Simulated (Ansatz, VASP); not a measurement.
# One calculation of C, two programs

File INCAR:

```
SYSTEM = C
  PREC = Accurate
  ENCUT = 520
  EDIFF = 1E-7
  ISMEAR = 0
  SIGMA = 0.15
  LREAL = .False.
  LASPH = .True.
  NELM = 100
  ALGO = Normal
  ISIF = 2
  LWAVE = .False.
  LCHARG = .False.
  GGA = PS
  IVDW = 12
  NBANDS = 11
```

File KPOINTS:

```
regular mesh
0
Gamma
  21 21 12
  0 0 0
```

POSCAR

```
C
1.0
    2.4780568104      0.0000000000      0.0000000000
   -1.2390284052      2.1460601498      0.0000000000
    0.0000000000      0.0000000000      3.5587769439
C
2
Direct
    0.3239365790      0.6478731580      0.0000000000
    0.6760634210      0.3521268420      0.0000000000
```

Input for Ansatz:

```yaml
crystal:
  lattice:
    - [2.4780568104, 0.0, 0.0]
    - [-1.2390284052, 2.1460601498, 0.0]
    - [0.0, 0.0, 3.5587769439]
  atoms:
    - { symbol: C, position: [0.323936579, 0.647873158, 0.0] }
    - { symbol: C, position: [0.676063421, 0.352126842, 0.0] }
basis:
  ecutwfc: 520.0
kpoints:
  mp_grid: { grid: [21, 21, 12] }
hamiltonian:
  xc: pbesol
  pseudopotentials: { kind: paw, azcp: { folder: soft_1 } }
  dispersion: d3bj
scf:
  occupations: { method: gaussian, width: 0.15 }
output:
  forces: true
  stress: true
  eigenvalues: true
```

Change from the starting cell: mode 6 frozen in at -0.040 Å, equal normal strain along x, y and z +0.0083.

Alike in both runs: task single point; functional PBEsol; dispersion D3(BJ); k mesh 21 × 21 × 12; occupations gaussian, width 0.15 eV; no spin polarisation.

```csv
,VASP,Ansatz
version,VASP 6.6.1,Ansatz 0.2.0
potentials or method,"VASP PAW PBE potentials, release 64 (C), cutoff 520 eV","scalar-relativistic, plane waves, PAW"
valence electrons in the cell,8,8
```

|  | VASP | Ansatz | Ansatz less VASP |
| --- | --- | --- | --- |
| gap on the k mesh at the Fermi level (eV) | none | none | - |
| pressure (GPa) | -3.6 | -4.2 | -0.62 |
| traceless stress, the component that is largest in VASP (GPa) | -8.38 | -8.52 | -0.142 |
| rms of the force components (eV/Å) | 2.176 | 2.169 | -0.0076 |

VASP's potentials were made for PBE, not for PBEsol, and Ansatz warns of the same on its side. Atom by atom the forces differ by 0.008 eV/Å (rms over components). A gap of «none» marks a metal or a gap that the smearing closes.
